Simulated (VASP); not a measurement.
Input of a VASP 6.6.1 run:

INCAR

```
ALGO     = Normal         # electronic algorithm
EDIFF    = 1E-6           # SCF threshold, eV
EDIFFG   = -0.01          # ionic threshold
ENCUT    = 600            # plane-wave cutoff, eV
IBRION   = 2              # ionic algorithm
ISIF     = 3              # what is computed and relaxed
ISMEAR   = -1             # smearing method
ISPIN    = 2              # spin polarisation
LASPH    = True           # aspherical terms in the spheres
LCHARG   = False          # write CHGCAR
LMAXMIX  = 4              # l up to which the mixer works
LORBIT   = 11             # projections on sites
LREAL    = False          # projectors in reciprocal space
LWAVE    = False          # write WAVECAR
MAGMOM   = 2 2            # initial moments
NELM     = 150            # most SCF steps
NSW      = 60             # ionic steps
PREC     = Accurate       # precision mode
SIGMA    = 0.05           # smearing width, eV
```

KPOINTS

```
k-points
0
Gamma
  12 12 7
```

The input POSCAR:

```
Co
1.0
    2.4873648738      0.0000000000      0.0000000000
   -1.2436824369      2.1541211692      0.0000000000
    0.0000000000      0.0000000000      4.0632895034
Co
2
Direct
    0.3333333333      0.6666666667      0.7401390000
    0.6666666667      0.3333333333      0.2598610000
```

Potentials or basis: VASP PAW LDA potentials, release 64 (Co).

Run with:

```sh
$ cat potpaw_LDA.64/Co/POTCAR > POTCAR
$ mpirun -np 1 vasp_std > vasp.out
```

Task: Predict the relaxed volume.

Result: 9.95 Å³/atom.

Task: Estimate the net moment.

Result: 2.95 μB per cell.

Task: What does it give for the space group after relaxing (to 0.05 Å)?

Result: P6_3/mmc (No. 194).

Task: Estimate the relaxed cell.

Result: a = 2.424 Å, b = 2.424 Å, c = 3.911 Å, α = 90.00°, β = 90.00°, γ = 120.00°.

Step by step:
```
step  energy change (eV)  largest force (eV/Å)  pressure (GPa)  volume (Å³)
   1              0.0000                0.4099          -18.85        21.77
   2              0.0516                0.6432           32.09        17.98
   3             -0.1258                0.5687            0.24        19.95
   4             -0.1259                0.5718            1.03        19.89
   5             -0.1433                0.0857            1.16        19.83
   6             -0.1437                0.0011            1.30        19.82
   7             -0.1434                0.0028           -1.68        20.04
   8             -0.1441                0.0010           -0.01        19.92
   9             -0.1441                0.0010           -0.08        19.92
  10             -0.1441                0.0001            0.08        19.91
```
